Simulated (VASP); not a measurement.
Here is a VASP 6.6.1 calculation.

File INCAR:

```
ALGO = Normal
EDIFF = 1E-6
EDIFFG = -0.04
ENCUT = 600
GGA = PE
IBRION = 2
ISIF = 3
ISMEAR = 0
LASPH = T
LCHARG = F
LREAL = F
LWAVE = F
NELM = 60
NSW = 90
PREC = Accurate
SIGMA = 0.1
```

Contents of KPOINTS:

```
k-points
0
Gamma
  6 6 4
```

POSCAR

```
Hf3Br2
1.0
    4.4076723631      0.0000000000      0.0000000000
   -2.2038361815      3.8171562380      0.0000000000
    0.0000000000      0.0000000000      6.8576222298
Hf Br
3 2
Direct
    0.0000000000      0.0000000000      0.0000000000
    0.3333333333      0.6666666667      0.6450000000
    0.6666666667      0.3333333333      0.3550000000
    0.3333333333      0.6666666667      0.2450000000
    0.6666666667      0.3333333333      0.7550000000
```

Potentials or basis: VASP PAW PBE potentials, release 64 (Hf_pv, Br).

The run is started by

```sh
$ cat potpaw_PBE.64/Hf_pv/POTCAR potpaw_PBE.64/Br/POTCAR > POTCAR
$ mpirun -np 1 vasp_std > vasp.out
```

Predict the relaxed volume.

23.07 Å³/atom.

Predict the band gap on the k mesh.

zero (bands 22 and 23 overlap by 0.68 eV).

Step by step:
```tsv
step	energy change (eV)	largest force (eV/Å)	pressure (GPa)	volume (Å³)
1	0.0000	0.5329	-0.11	115.38
2	-0.0286	0.3899	-0.02	115.11
3	-0.0697	0.2008	0.34	114.29
4	-0.0701	0.2003	0.40	114.19
5	-0.0754	0.1533	-0.51	115.68
6	-0.0754	0.1553	-0.48	115.62
7	-0.0801	0.0734	-0.15	115.34
8	-0.0812	0.0205	0.12	115.13
9	-0.0832	0.0174	0.07	115.33
```

Caveat: spin-orbit coupling is left out, which moves the levels of the heavy elements.
